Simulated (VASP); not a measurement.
Wanted: the native input for a VASP 6.6.1 run.

- Task: single point
- Functional: LDA
- Potentials or basis: VASP PAW LDA potentials, release 64 (Ir_sv_GW)
- Cutoff: 560 eV
- k mesh: 20 × 20 × 20
- Occupations: gaussian, width 0.15 eV
- Spin: no spin polarisation
- Dipole correction: no
- Further INCAR settings: ALGO = Normal; EDIFF = 1e-06; NBANDS = 14

The structure of Ir lies in POSCAR:

```
Ir
1.0
   -0.2095946661      1.9054060557      1.9054060557
    1.6958113896      0.0000000000      1.6958113896
    1.9054060557      1.9054060557     -0.2095946661
Ir
1
Direct
    0.0000000000      0.0000000000      0.0000000000
```

This cell differs from its parent crystal: engineering shear strain xz -0.2200, engineering shear strain yz +0.0000.

One way to write it, as run:

INCAR

```
PREC = Accurate
ENCUT = 560
EDIFF = 1E-6
ISMEAR = 0
SIGMA = 0.15
LREAL = False
LASPH = True
NELM = 120
ALGO = Normal
ISIF = 2
LWAVE = False
LCHARG = True
GGA = CA
LELF = True
LVHAR = True
NBANDS = 14
GGA_COMPAT = False
```

KPOINTS

```
regular mesh
0
Gamma
  20 20 20
```

Potentials or basis: VASP PAW LDA potentials, release 64 (Ir_sv_GW).

Run with:

```console
$ cat potpaw_LDA.64/Ir_sv_GW/POTCAR > POTCAR
$ mpirun -np 1 vasp_std > vasp.out
```

It gave:

```json
{
 "Pressure": "26.5 GPa",
 "Band gap on the k mesh": "zero (an odd number of electrons rules out a gap without spin polarisation)"
}
```

Caveat: the cell differs from its parent crystal (engineering shear strain xz -0.2200, engineering shear strain yz +0.0000); the stress differs along the axes, from -2 to 41 GPa; spin-orbit coupling is left out, which moves the levels of the heavy elements.

Wall time 2.8 min on 1 thread of AMD EPYC 7R13 Processor (Zen 3) (shared host), peak memory 0.33 GiB.
